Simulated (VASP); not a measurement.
Co, 1 atom in the cell. It takes space group Pm-3m (No. 221, cubic). The conventional cell has a = 2.310 Å, b = 2.310 Å, c = 2.310 Å, α = 90.00°, β = 90.00°, γ = 90.00°. Co (site symmetry m-3m) has 6 Co at 2.31 Å within 3.1 Å. This isn't the form of Co at room conditions, which is hcp.

```yaml
Program: VASP 6.6.1
Task: single point
Functional: LDA
Potentials_or_basis: VASP PAW LDA potentials, release 64 (Co)
Cutoff: 520 eV
k_mesh: 16 × 16 × 16
Occupations: fermi-dirac, width 0.1 eV
Spin: no spin polarisation
Dipole_correction: no
Further_INCAR_settings: ALGO = Normal; EDIFF = 1e-06; NBANDS = 10
```

Potentials or basis: VASP PAW LDA potentials, release 64 (Co).

Run with:

```sh
$ cat potpaw_LDA.64/Co/POTCAR > POTCAR
$ mpirun -np 1 vasp_std > vasp.out
```

Hardware: 1 thread of Intel Xeon 8259CL (shared host).

Question: How long does it take, and how much memory?

Answer: Wall time 24 s on 1 thread of Intel Xeon 8259CL (shared host), peak memory 0.13 GiB. Counts: scf iterations 11, k points 165.
